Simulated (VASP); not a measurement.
# Al2Rh (P4_2/mnm) in VASP: relaxation of cell and atoms with PBE

Aim: the relaxation of cell and atoms of Al2Rh with PBE.

Everything below comes from runs of VASP 6.6.1. Logs are shortened: lines on timing, memory, paths and dates and some standing lists are left out, and cuts for length are marked.

## Step 1: The cell of the first run

Symmetry: P4_2/mnm, No. 136, tetragonal system. Conventional cell: a = 6.271 Å, b = 6.271 Å, c = 2.890 Å, α = 90.00°, β = 90.00°, γ = 90.00°. Al (site symmetry m2m) has 3 Rh at 2.43 to 2.47 Å and 2 Al at 2.89 Å within 3.2 Å. Within 3.2 Å of Rh (site symmetry mmm) lie 6 Al at 2.43 to 2.47 Å and 2 Rh at 2.89 Å.

## Step 2: Relaxation of cell and atoms, PBE

INCAR reads:

```
SYSTEM = Al2Rh
ALGO = Fast
EDIFF = 1E-6
EDIFFG = -0.01
ENCUT = 600
GGA = PE
IBRION = 2
ISIF = 3
ISMEAR = 0
LASPH = .True.
LCHARG = .False.
LREAL = .False.
LWAVE = .False.
NELM = 100
NSW = 100
PREC = Accurate
SIGMA = 0.1
```

KPOINTS reads:

```
k-points
0
Gamma
  6 6 14
  0 0 0
```

POSCAR reads:

```
Al2Rh
1.0
    6.2712143042      0.0000000000      0.0000000000
    0.0000000000      6.2712143042      0.0000000000
    0.0000000000      0.0000000000      2.8904271464
Al Rh
4 2
Direct
    0.2743939839      0.2743939839      0.0000000000
    0.2256060161      0.7743939839      0.5000000000
    0.7256060161      0.7256060161      0.0000000000
    0.7743939839      0.2256060161      0.5000000000
    0.0000000000      0.0000000000      0.0000000000
    0.5000000000      0.5000000000      0.5000000000
```

Potentials or basis: VASP PAW PBE potentials, release 64 (Al, Rh_pv).

The run is started by

```bash
> cat potpaw_PBE.64/Al/POTCAR potpaw_PBE.64/Rh_pv/POTCAR > POTCAR
> mpirun -np 1 vasp_std > vasp.out
```

OUTCAR:

```text
SYSTEM = Al2Rh
   EDIFF = 1E-6
   EDIFFG = -0.01
   ENCUT = 600
   GGA = PE
   IBRION = 2
   ISIF = 3
   ISMEAR = 0
   LASPH = .True.
   LREAL = .False.
   NELM = 100
   NSW = 100
   PREC = Accurate

 ion  position               nearest neighbor table
   1  0.274  0.274  0.000-   5 2.43   6 2.47   6 2.47
   2  0.226  0.774  0.500-   6 2.43   5 2.47   5 2.47
   3  0.726  0.726  0.000-   5 2.43   6 2.47   6 2.47
   4  0.774  0.226  0.500-   6 2.43   5 2.47   5 2.47
   5  0.000  0.000  0.000-   1 2.43   3 2.43   2 2.47   4 2.47   2 2.47   4 2.47
   6  0.500  0.500  0.500-   2 2.43   4 2.43   3 2.47   1 2.47   1 2.47   3 2.47

  LATTYP: Found a simple tetragonal cell.
 ALAT       =     6.2712143042
 C/A-ratio  =     0.4609039025

  Lattice vectors:

 A1 = (   6.2712143042,   0.0000000000,   0.0000000000)
 A2 = (   0.0000000000,   6.2712143042,   0.0000000000)
 A3 = (   0.0000000000,   0.0000000000,   2.8904271464)

Analysis of symmetry for initial positions (statically):
=====================================================================
 Subroutine PRICEL returns:
 Original cell was already a primitive cell.

 Routine SETGRP: Setting up the symmetry group for a
 simple tetragonal supercell.

 Subroutine GETGRP returns: Found 16 space group operations
 (whereof  8 operations were pure point group operations)
 out of a pool of 16 trial point group operations.

The static configuration has the point symmetry D_2h.
 The point group associated with its full space group is D_4h.

Analysis of symmetry for dynamics (positions and initial velocities):
=====================================================================
 Subroutine PRICEL returns:
 Original cell was already a primitive cell.

 Routine SETGRP: Setting up the symmetry group for a
 simple tetragonal supercell.

 Subroutine GETGRP returns: Found 16 space group operations
 (whereof  8 operations were pure point group operations)
 out of a pool of 16 trial point group operations.

The dynamic configuration has the point symmetry D_2h.
 The point group associated with its full space group is D_4h.

 Subroutine INISYM returns: Found 16 space group operations
 (whereof  8 operations are pure point group operations),
 and found     1 'primitive' translations

----------------------------------------------------------------------------------------

                                     Primitive cell

  volume of cell :     113.6751

  direct lattice vectors                    reciprocal lattice vectors
     6.271214304  0.000000000  0.000000000     0.159458751  0.000000000  0.000000000
     0.000000000  6.271214304  0.000000000     0.000000000  0.159458751  0.000000000
     0.000000000  0.000000000  2.890427146     0.000000000  0.000000000  0.345969626

  length of vectors
     6.271214304  6.271214304  2.890427146     0.159458751  0.159458751  0.345969626

  position of ions in fractional coordinates (direct lattice)
     0.274393984  0.274393984  0.000000000
     0.225606016  0.774393984  0.500000000
     0.725606016  0.725606016  0.000000000
     0.774393984  0.225606016  0.500000000
     0.000000000  0.000000000  0.000000000
     0.500000000  0.500000000  0.500000000

  ion indices of the primitive-cell ions
   primitive index   ion index
                 1           1
                 2           2
                 3           3
                 4           4
                 5           5
                 6           6

----------------------------------------------------------------------------------------

 KPOINTS: k-points

Automatic generation of k-mesh.
 Grid dimensions read from file:
 generate k-points for:    6    6   14

 Generating k-lattice:

  Cartesian coordinates                     Fractional coordinates (reciprocal lattice)
     0.026576458  0.000000000  0.000000000     0.166666667  0.000000000  0.000000000
     0.000000000  0.026576458  0.000000000     0.000000000  0.166666667  0.000000000
     0.000000000  0.000000000  0.024712116     0.000000000  0.000000000  0.071428571

  Length of vectors
     0.026576458  0.026576458  0.024712116

  Shift w.r.t. Gamma in fractional coordinates (k-lattice)
     0.000000000  0.000000000  0.000000000

 Subroutine IBZKPT returns following result:
 ===========================================

 Found     80 irreducible k-points:

 Following reciprocal coordinates:
            Coordinates               Weight
  0.000000  0.000000  0.000000      1.000000
  0.166667  0.000000  0.000000      4.000000
  0.333333  0.000000  0.000000      4.000000
  0.500000  0.000000  0.000000      2.000000
  0.166667  0.166667  0.000000      4.000000
  0.333333  0.166667  0.000000      8.000000
[... 16 lines left out ...]
  0.333333  0.000000  0.142857      8.000000
  0.500000  0.000000  0.142857      4.000000
 [... further k-points ...]
   k-points           NKPTS =     80   k-points in BZ     NKDIM =     80   number of bands    NBANDS=     25
   number of dos      NEDOS =    301   number of ions     NIONS =      6
   total plane-waves  NPLWV =  60000
   dimension x,y,z NGX =    50 NGY =   50 NGZ =   24
   dimension x,y,z NGXF=   100 NGYF=  100 NGZF=   48
   ions per type =               4   2
   NGX,Y,Z   is equivalent  to a cutoff of  13.25, 13.25, 13.80 a.u.
   NGXF,Y,Z  is equivalent  to a cutoff of  26.51, 26.51, 27.61 a.u.
 SYSTEM =  Al2Rh
   PREC   = accura    normal or accurate (medium, high low for compatibility)
   ISTART =      0    job   : 0-new  1-cont  2-samecut
   ICHARG =      2    charge: 1-file 2-atom 10-const
   ISPIN  =      1    spin polarized calculation?
   LNONCOLLINEAR =      F non collinear calculations
   LSORBIT =      F    spin-orbit coupling
   LASPH  =      T    aspherical Exc in radial PAW
   ENCUT  =  600.0 eV  44.10 Ry    6.64 a.u.  12.53 12.53  5.77*2*pi/ulx,y,z
   NELM   =    100;   NELMIN=  2; NELMDL= -5     # of ELM steps
   EDIFF  = 0.1E-05   stopping-criterion for ELM
   LREAL  =      F    real-space projection
   EDIFFG = -.1E-01   stopping-criterion for IOM
   NSW    =    100    number of steps for IOM
   IBRION =      2    ionic relax: 0-MD 1-quasi-New 2-CG
   NFREE  =      1    steps in history (QN), initial steepest desc. (CG)
   ISIF   =      3    stress and relaxation
   ISYM   =      2    0-nonsym 1-usesym 2-fastsym
   POTIM  = 0.5000    time-step for ionic-motion
   TEBEG  =    0.0;   TEEND  =   0.0 temperature during run
   PSTRESS=    0.0 pullay stress
   NELECT =      42.0000    total number of electrons
   NUPDOWN=      -1.0000    fix difference up-down
   EMIN   =  10.00;   EMAX   =-10.00  energy-range for DOS
   EFERMI =   0.00;   METHOD = LEGACY
   ISMEAR =     0;   SIGMA  =   0.10  broadening in eV -4-tet -1-fermi 0-gaus
   EFERMI_NEDOS =   21; number of points for ismear=-14 and -15
   IALGO  =     68    algorithm
   IMIX   =      4    mixing-type and parameters
     AMIX     =   0.40;   BMIX     =  1.00
     AMIX_MAG =   1.60;   BMIX_MAG =  1.00
  volume/ion in A,a.u.               =      18.95       127.85
  Fermi-wavevector in a.u.,A,eV,Ry     =   1.174725  2.219908 18.775747  1.379978
  Thomas-Fermi vector in A             =   2.311117
   LORBIT       =      0    0 simple, 1 ext, 2 COOP (PROOUT), +10 PAW based schemes
   GGA     = PE    functional components
   LHFCALC =     F    Hartree Fock is set to
   AEXX    =    0.0000 exact exchange contribution
   IVDW    =     0    specifies the selected vdW correction
   LEPSILON=     F    determine dielectric tensor
   LRPA    =     F    only Hartree local field effects (RPA)
 conjugate gradient relaxation of ions
 non-spin polarized calculation
 RMM-DIIS sequential band-by-band and
 Gauss-broadening in eV      SIGMA  =   0.10
  energy-cutoff  :      600.00
  volume of cell :      113.68
 maximum number of plane-waves:      3816
   NGX = 25   NGY = 25   NGZ = 11

--------------------------------------- Ionic step        1  -------------------------------------------

 number of electron      41.9999993 magnetization

 Free energy of the ion-electron system (eV)
  ---------------------------------------------------
  ext. energy  EPLUGINS =         0.00000000
  ---------------------------------------------------
  free energy    TOTEN  =       -32.07604608 eV

  energy without entropy =      -32.06929933  energy(sigma->0) =      -32.07267271

------------------------ aborting loop because EDIFF is reached ----------------------------------------

  FORCE on cell =-STRESS in cart. coord.  units (eV):
  Direction    XX          YY          ZZ          XY          YZ          ZX
  --------------------------------------------------------------------------------------
  -------------------------------------------------------------------------------------
  Total        0.0180186      0.0180186     -0.4424748      0.0000000      0.0000000      0.0000000
  in kB        0.2539599      0.2539599     -6.2363979      0.0000000      0.0000000      0.0000000
  external PRESSURE =      -1.9094927 kB  Pullay stress =       0.0000000 kB
[... 145 lines left out ...]
  energy  without entropy=      -32.0701192921  energy(sigma->0) =      -32.07342506

--------------------------------------- Ionic step        5  -------------------------------------------

 number of electron      41.9999992 magnetization

 Free energy of the ion-electron system (eV)
  ---------------------------------------------------
  ext. energy  EPLUGINS =         0.00000000
  ---------------------------------------------------
  free energy    TOTEN  =       -32.07683149 eV

  energy without entropy =      -32.07023003  energy(sigma->0) =      -32.07353076

 E-fermi :   6.7328     XC(G=0): -10.1840

 val. band max:        6.7130847472   @ k =   0.3333   0.1667   0.3571
 cond. band min:       6.7478360737   @ k =   0.5000   0.5000   0.0000
 fundamental gap:      0.0347513266
 Fermi energy:         6.7328421921

 k-point     1 :       0.0000    0.0000    0.0000
  band No.  band energies     occupation
      1     -39.7006      2.00000
      2     -39.7006      2.00000
      3     -39.5944      2.00000
      4     -39.5944      2.00000
      5     -39.3866      2.00000
      6     -39.3865      2.00000
[... 661 lines left out ...]
     24       8.4823      0.00000
     25      10.9621      0.00000

 [... further k-points ...]
[... 5 lines left out ...]
  --------------------------------------------------------------------------------------
  -------------------------------------------------------------------------------------
  Total       -0.0367624     -0.0367624     -0.0168875     -0.0000000      0.0000000      0.0000000
  in kB       -0.5191155     -0.5191155     -0.2384658     -0.0000000      0.0000000      0.0000000
  external PRESSURE =      -0.4255656 kB  Pullay stress =       0.0000000 kB
[... 21 lines left out ...]
  FREE ENERGIE OF THE ION-ELECTRON SYSTEM (eV)
  ---------------------------------------------------
  free  energy   TOTEN  =       -32.0768314896 eV

  energy  without entropy=      -32.0702300347  energy(sigma->0) =      -32.07353076

 reached required accuracy - stopping structural energy minimisation
```

Run time: 10 min. Hardware: 1 thread of Intel Xeon 6975P-C, shared host; peak memory 0.41 GiB.

What came out:

```yaml
Free_energy: -32.0768 eV
Relaxed_volume: 18.91 Å³/atom
Relaxed_cell: a = 6.276 Å, b = 6.276 Å, c = 2.881 Å, α = 90.00°, β = 90.00°, γ = 90.00°
Space_group_after_relaxing_to_0.05_Å: P4_2/mnm (No. 136)
Energy_gained_by_relaxing: 0.1 meV/atom
Ionic_steps: 5
Pressure_after_relaxing: 0.0 GPa
Largest_force_after_relaxing: 0.008 eV/Å
Band_gap_on_the_k_mesh: zero (band 21 reaches 8.32 eV, above the bottom of band 22 at 5.51 eV)
```

Forces in eV/Å, atoms in the order of the input:
```
Al  -0.006 -0.006  0.000
Al   0.006 -0.006  0.000
Al   0.006  0.006  0.000
Al  -0.006  0.006  0.000
Rh   0.000  0.000  0.000
Rh   0.000  0.000  0.000
```

The path:
```
step  energy change (eV)  largest force (eV/Å)  pressure (GPa)  volume (Å³)
   1              0.0000                0.0030           -0.19       113.68
   2             -0.0007                0.0222            0.15       113.30
   3             -0.0007                0.0194            0.07       113.36
   4             -0.0007                0.0197            0.08       113.35
   5             -0.0008                0.0083           -0.04       113.46
```

Final structure:
```
CELL_PARAMETERS angstrom
6.27606 0.00000 0.00000
0.00000 6.27606 0.00000
0.00000 0.00000 2.88055
ATOMIC_POSITIONS crystal
Al 0.27427 0.27427 0.00000
Al 0.22573 0.77427 0.50000
Al 0.72573 0.72573 0.00000
Al 0.77427 0.22573 0.50000
Rh 0.00000 0.00000 0.00000
Rh 0.50000 0.50000 0.50000
```

Levels at points of the mesh, in eV from the Fermi level:
| k point | band 17 | band 18 | band 19 | band 20 | band 21 | band 22 | band 23 | band 24 | band 25 |
| --- | --- | --- | --- | --- | --- | --- | --- | --- | --- |
| (0.00, 0.00, 0.00) | -1.82 | -1.82 | -1.37 | -1.37 | -1.22 | -1.22 | 0.11 | 1.85 | 2.50 |
| (0.50, 0.00, 0.00) | -2.05 | -2.05 | -1.82 | -1.82 | -1.22 | -1.22 | 1.47 | 1.47 | 3.96 |
| (0.50, 0.50, 0.00) | -1.82 | -1.82 | -1.22 | -1.22 | 0.01 | 0.01 | 1.53 | 1.53 | 3.07 |
| (0.00, 0.00, 0.50) | -1.43 | -1.43 | -0.42 | -0.42 | 0.03 | 0.03 | 1.76 | 1.76 | 1.98 |
| (0.50, 0.00, 0.50) | -2.55 | -2.55 | -0.61 | -0.61 | 0.98 | 0.98 | 1.04 | 1.04 | 3.06 |
| (0.50, 0.50, 0.50) | -1.84 | -1.84 | -0.86 | -0.86 | -0.72 | -0.72 | 1.23 | 1.23 | 4.56 |
